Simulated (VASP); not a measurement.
# CsPbBr3 (Pnma) in VASP: electric field gradients with PBE

Aim: the electric field gradients of CsPbBr3 with PBE.

Program: VASP 6.6.1. These are calculated values, not measurements. Logs are shortened: lines on timing, memory, paths and dates and some standing lists are left out, and cuts for length are marked.

### Step 1. The cell of the first run

Symmetry: Pnma, No. 62, orthorhombic system. The conventional cell has a = 8.244 Å, b = 11.735 Å, c = 8.198 Å, α = 90.00°, β = 90.00°, γ = 90.00°. Within 5.3 Å of Cs (site symmetry m) lie 12 Br at 3.68 to 4.86 Å and 8 Pb at 4.85 to 5.27 Å. Pb (site symmetry -1) has 6 Br at 2.96 Å within 3.9 Å. Within 4.3 Å of Br (site symmetry 1) lie 2 Pb at 2.96 Å and 3 Cs at 3.68 to 4.15 Å and 8 Br at 4.16 to 4.22 Å. Br (site symmetry m) has 2 Pb at 2.96 Å and 2 Cs at 3.79 to 3.86 Å within 3.9 Å.

### Step 2. Electric field gradients, PBE

INCAR reads:

```
SYSTEM = CsPbBr3
  ALGO = Normal
  EDIFF = 1E-8
  ENCUT = 520
  GGA = PE
  ISIF = 2
  ISMEAR = -1
  KPAR = 4
  LASPH = .TRUE.
  LCHARG = .FALSE.
  LEFG = .TRUE.
  LREAL = Auto
  LWAVE = .FALSE.
  NBANDS = 104
  NELM = 100
  PREC = Accurate
  SIGMA = 0.02
```

KPOINTS reads:

```
k-points
0
G
  4 3 4
  0 0 0
```

POSCAR reads:

```
CsPbBr3
1.0
    8.2440000000      0.0000000000      0.0000000000
    0.0000000000     11.7351000000      0.0000000000
    0.0000000000      0.0000000000      8.1982000000
Cs Pb Br
4 4 12
Direct
    0.5310000000      0.2500000000      0.0070200000
    0.9690000000      0.7500000000      0.5070200000
    0.0310000000      0.2500000000      0.4929800000
    0.4690000000      0.7500000000      0.9929800000
    0.0000000000      0.5000000000      0.0000000000
    0.5000000000      0.5000000000      0.5000000000
    0.5000000000      0.0000000000      0.5000000000
    0.0000000000      0.0000000000      0.0000000000
    0.2934700000      0.4761100000      0.2060700000
    0.2065300000      0.5238900000      0.7060700000
    0.7934700000      0.0238900000      0.2939300000
    0.7065300000      0.9761100000      0.7939300000
    0.7065300000      0.5238900000      0.7939300000
    0.7934700000      0.4761100000      0.2939300000
    0.2065300000      0.9761100000      0.7060700000
    0.2934700000      0.0238900000      0.2060700000
    0.0037000000      0.7500000000      0.0455000000
    0.4963000000      0.2500000000      0.5455000000
    0.5037000000      0.7500000000      0.4545000000
    0.9963000000      0.2500000000      0.9545000000
```

Potentials or basis: VASP PAW PBE potentials, release 64 (Cs_sv, Pb_d, Br).

Command:

```
$ cat potpaw_PBE.64/Cs_sv/POTCAR potpaw_PBE.64/Pb_d/POTCAR potpaw_PBE.64/Br/POTCAR > POTCAR
$ mpirun -np 4 vasp_std > vasp.out
```

OUTCAR:

```text
SYSTEM = CsPbBr3
   EDIFF = 1E-8
   ENCUT = 520
   GGA = PE
   ISIF = 2
   ISMEAR = -1
   LASPH = .TRUE.
   LREAL = Auto
   NELM = 100
   PREC = Accurate

 ion  position               nearest neighbor table
   1  0.531  0.250  0.007-
   2  0.969  0.750  0.507-
   3  0.031  0.250  0.493-
   4  0.469  0.750  0.993-
   5  0.000  0.500  0.000-  17 2.96  20 2.96  10 2.96  14 2.96  13 2.96   9 2.96
   6  0.500  0.500  0.500-  18 2.96  19 2.96   9 2.96  13 2.96  10 2.96  14 2.96
   7  0.500  0.000  0.500-  18 2.96  19 2.96  12 2.96  16 2.96  15 2.96  11 2.96
   8  0.000  0.000  0.000-  17 2.96  20 2.96  11 2.96  15 2.96  12 2.96  16 2.96
   9  0.293  0.476  0.206-   6 2.96   5 2.96
  10  0.207  0.524  0.706-   5 2.96   6 2.96
  11  0.793  0.024  0.294-   8 2.96   7 2.96
  12  0.707  0.976  0.794-   7 2.96   8 2.96
  13  0.707  0.524  0.794-   6 2.96   5 2.96
  14  0.793  0.476  0.294-   5 2.96   6 2.96
  15  0.207  0.976  0.706-   8 2.96   7 2.96
  16  0.293  0.024  0.206-   7 2.96   8 2.96
  17  0.004  0.750  0.045-   5 2.96   8 2.96
  18  0.496  0.250  0.545-   6 2.96   7 2.96
  19  0.504  0.750  0.455-   6 2.96   7 2.96
  20  0.996  0.250  0.955-   5 2.96   8 2.96

  LATTYP: Found a simple orthorhombic cell.
 ALAT       =     8.1982000000
 B/A-ratio  =     1.0055865922
 C/A-ratio  =     1.4314239711

  Lattice vectors:

 A1 = (   0.0000000000,   0.0000000000,   8.1982000000)
 A2 = (   8.2440000000,   0.0000000000,   0.0000000000)
 A3 = (   0.0000000000,  11.7351000000,   0.0000000000)

Analysis of symmetry for initial positions (statically):
=====================================================================
 Subroutine PRICEL returns:
 Original cell was already a primitive cell.

 Routine SETGRP: Setting up the symmetry group for a
 simple orthorhombic supercell.

 Subroutine GETGRP returns: Found  8 space group operations
 (whereof  2 operations were pure point group operations)
 out of a pool of  8 trial point group operations.

The static configuration has the point symmetry S_2 .
 The point group associated with its full space group is D_2h.

Analysis of symmetry for dynamics (positions and initial velocities):
[... 2048 lines left out ...]
    100       6.2367      0.00000
 [bands above 100 left out]

------------------------ aborting loop because EDIFF is reached ----------------------------------------

  FORCE on cell =-STRESS in cart. coord.  units (eV):
  Direction    XX          YY          ZZ          XY          YZ          ZX
  --------------------------------------------------------------------------------------
  -------------------------------------------------------------------------------------
  Total        7.0441384      7.5789792      6.9131967      0.0000000      0.0000000      0.0000000
  in kB       14.2296814     15.3100994     13.9651694      0.0000000      0.0000000      0.0000000
  external PRESSURE =      14.5016501 kB  Pullay stress =       0.0000000 kB

 VOLUME and BASIS-vectors are now :
 -----------------------------------------------------------------------------
  energy-cutoff  :      520.00
  volume of cell :      793.13
      direct lattice vectors                 reciprocal lattice vectors
     8.244000000  0.000000000  0.000000000     0.121300340  0.000000000  0.000000000
     0.000000000 11.735100000  0.000000000     0.000000000  0.085214442  0.000000000
     0.000000000  0.000000000  8.198200000     0.000000000  0.000000000  0.121977995

 POSITION                                       TOTAL-FORCE (eV/Angst)
 -----------------------------------------------------------------------------------
      4.37756      2.93377      0.05755         0.042398     -0.000000     -0.020017
      7.98844      8.80132      4.15665        -0.042398     -0.000000     -0.020017
      0.25556      2.93377      4.04155         0.042398     -0.000000      0.020017
      3.86644      8.80132      8.14065        -0.042398     -0.000000      0.020017
      0.00000      5.86755      0.00000         0.000000     -0.000000     -0.000000
      4.12200      5.86755      4.09910         0.000000     -0.000000     -0.000000
[... 12 lines left out ...]
      4.15250      8.80132      3.72608         0.019930     -0.000000     -0.076422
      8.21350      2.93377      7.82518        -0.019930     -0.000000     -0.076422
 -----------------------------------------------------------------------------------
    total drift:                               -0.000000      0.000000      0.000000

  FREE ENERGIE OF THE ION-ELECTRON SYSTEM (eV)
  ---------------------------------------------------
  free  energy   TOTEN  =       -63.6353732708 eV

  energy  without entropy=      -63.6353732707  energy(sigma->0) =      -63.63537327

 Electric field gradients (V/A^2)
---------------------------------------------------------------------
 ion       V_xx      V_yy      V_zz      V_xy      V_xz      V_yz
---------------------------------------------------------------------
   1       6.674   -12.125     5.451     0.000    23.294     0.000
   2       6.674   -12.125     5.451    -0.000   -23.294    -0.000
   3       6.674   -12.125     5.451    -0.000   -23.294     0.000
   4       6.674   -12.125     5.451     0.000    23.294    -0.000
   5       2.278    -2.782     0.505     1.415     0.947     1.483
   6       2.278    -2.782     0.505     1.415    -0.947    -1.483
[... 12 lines left out ...]
  19    -101.948   196.641   -94.693    -0.000     2.308     0.000
  20    -101.948   196.641   -94.693     0.000    -2.308    -0.000
---------------------------------------------------------------------

 Electric field gradients after diagonalization (V/A^2)
 (convention: |V_zz| > |V_xx| > |V_yy|)
----------------------------------------------------------------------
 ion       V_xx      V_yy      V_zz     asymmetry (V_yy - V_xx)/ V_zz
----------------------------------------------------------------------
   1     -17.239   -12.125    29.364       0.174
   2     -17.239   -12.125    29.364       0.174
   3     -17.239   -12.125    29.364       0.174
   4     -17.239   -12.125    29.364       0.174
   5       3.295     0.236    -3.531       0.866
   6       3.295     0.236    -3.531       0.866
[... 12 lines left out ...]
  19    -102.620   -94.021   196.641       0.044
  20    -102.620   -94.021   196.641       0.044
----------------------------------------------------------------------

           NMR quadrupolar parameters

 Cq : quadrupolar parameter    Cq=e*Q*V_zz/h
 eta: asymmetry parameters     (V_yy - V_xx)/ V_zz
 Q  : nuclear electric quadrupole moment in mb (millibarn)
----------------------------------------------------------------------
 ion       Cq(MHz)       eta       Q (mb)
----------------------------------------------------------------------
   1       0.071       0.174       1.000
   2       0.071       0.174       1.000
   3       0.071       0.174       1.000
   4       0.071       0.174       1.000
   5      -0.009       0.866       1.000
   6      -0.009       0.866       1.000
[... 12 lines left out ...]
  19       0.475       0.044       1.000
  20       0.475       0.044       1.000
----------------------------------------------------------------------
```

stdout:

```text
POSCAR found type information on POSCAR CsPbBr
 POSCAR found :  3 types and      20 ions
 scaLAPACK will be used
 LDA part: xc-table for (Slater+PW92), standard interpolation
 POSCAR, INCAR and KPOINTS ok, starting setup
 FFT: planning ... GRIDC
 FFT: planning ... GRID_SOFT
 FFT: planning ... GRID
 WAVECAR not read
 entering main loop
ion   1

ion   2

ion   3

ion   4

ion   5
     0.0000688    -0.0415626    -0.0086598     0.0096364    -0.0056467     0.0076678
     0.0000947    -0.0415626    -0.0086598     0.0096364    -0.0056467     0.0076678
     0.0001304    -0.0415626    -0.0086597     0.0096364    -0.0056467     0.0076678
     0.0001796    -0.0415626    -0.0086597     0.0096364    -0.0056467     0.0076678

     0.0000688    -1.2737208    -1.3556356    -0.4062560    -0.8639190    -2.3206321
     0.0000947    -1.2740267    -1.3548255    -0.4056243    -0.8634129    -2.3185444
     0.0001304    -1.2745418    -1.3536171    -0.4046565    -0.8626574    -2.3153798
     0.0001796    -1.2753958    -1.3518228    -0.4031801    -0.8615346    -2.3106039
[... 100 lines left out ...]
ion  15
     0.0000501    -0.0213946     0.0569833    -0.6536624     2.2507365    -1.1351335
     0.0000689    -0.0213946     0.0569833    -0.6536624     2.2507365    -1.1351335
     0.0000949    -0.0213945     0.0569833    -0.6536624     2.2507365    -1.1351335
     0.0001307    -0.0213945     0.0569833    -0.6536624     2.2507364    -1.1351334

     0.0000501    -2.3362169     2.8994540   -37.4744767   131.0797564   -65.5090972
     0.0000689    -2.3361565     2.8993790   -37.4734859   131.0762950   -65.5073655
     0.0000949    -2.3360589     2.8992575   -37.4718828   131.0706947   -65.5045634
     0.0001307    -2.3359021     2.8990621   -37.4693013   131.0616776   -65.5000516

ion  16
     0.0000501    -0.021394
```

Wall time 13 min (4 MPI ranks of Intel Xeon Platinum 8259CL at 2.50GHz (Skylake/Cascade Lake), shared host); peak memory 1.3 GiB.

Results:

- Free energy: -63.6354 eV
- Pressure: 1.5 GPa
- Largest force: 0.082 eV/Å
- Band gap on the k mesh: 1.80 eV
- Largest electric field gradient by atom: Cs +29.4; Pb -3.5; Br +191.4, +196.6 (each value once) V/Å²

Forces on the atoms (eV/Å):
```
Cs   0.042  0.000 -0.020
Cs  -0.042  0.000 -0.020
Cs   0.042  0.000  0.020
Cs  -0.042  0.000  0.020
Pb   0.000  0.000  0.000
Pb   0.000  0.000  0.000
Pb   0.000  0.000  0.000
Pb   0.000  0.000  0.000
Br   0.051 -0.039 -0.050
Br  -0.051  0.039 -0.050
Br   0.051  0.039  0.050
Br  -0.051 -0.039  0.050
Br  -0.051  0.039  0.050
Br   0.051 -0.039  0.050
Br  -0.051 -0.039 -0.050
Br   0.051  0.039 -0.050
Br   0.020  0.000  0.076
Br  -0.020  0.000  0.076
Br   0.020  0.000 -0.076
Br  -0.020  0.000 -0.076
```

Electric field gradients, principal values (V/Å²):
| atom | least | middle | greatest (by size) |
| --- | --- | --- | --- |
| 1 Cs | -12.125 | -17.239 | 29.364 |
| 2 Cs | -12.125 | -17.239 | 29.364 |
| 3 Cs | -12.125 | -17.239 | 29.364 |
| 4 Cs | -12.125 | -17.239 | 29.364 |
| 5 Pb | 0.236 | 3.295 | -3.531 |
| 6 Pb | 0.236 | 3.295 | -3.531 |
| 7 Pb | 0.236 | 3.295 | -3.531 |
| 8 Pb | 0.236 | 3.295 | -3.531 |
| 9 Br | -95.249 | -96.127 | 191.376 |
| 10 Br | -95.249 | -96.127 | 191.376 |
| 11 Br | -95.249 | -96.127 | 191.376 |
| 12 Br | -95.249 | -96.127 | 191.376 |
| 13 Br | -95.249 | -96.127 | 191.376 |
| 14 Br | -95.249 | -96.127 | 191.376 |
| 15 Br | -95.249 | -96.127 | 191.376 |
| 16 Br | -95.249 | -96.127 | 191.376 |
| 17 Br | -94.021 | -102.620 | 196.641 |
| 18 Br | -94.021 | -102.620 | 196.641 |
| 19 Br | -94.021 | -102.620 | 196.641 |
| 20 Br | -94.021 | -102.620 | 196.641 |

Caveat: without QUAD_EFG the Cq values of the log hold for a quadrupole moment of 1 mb, not for the nuclei; spin-orbit coupling is left out, which moves the levels of the heavy elements. A k mesh can miss the band edges.
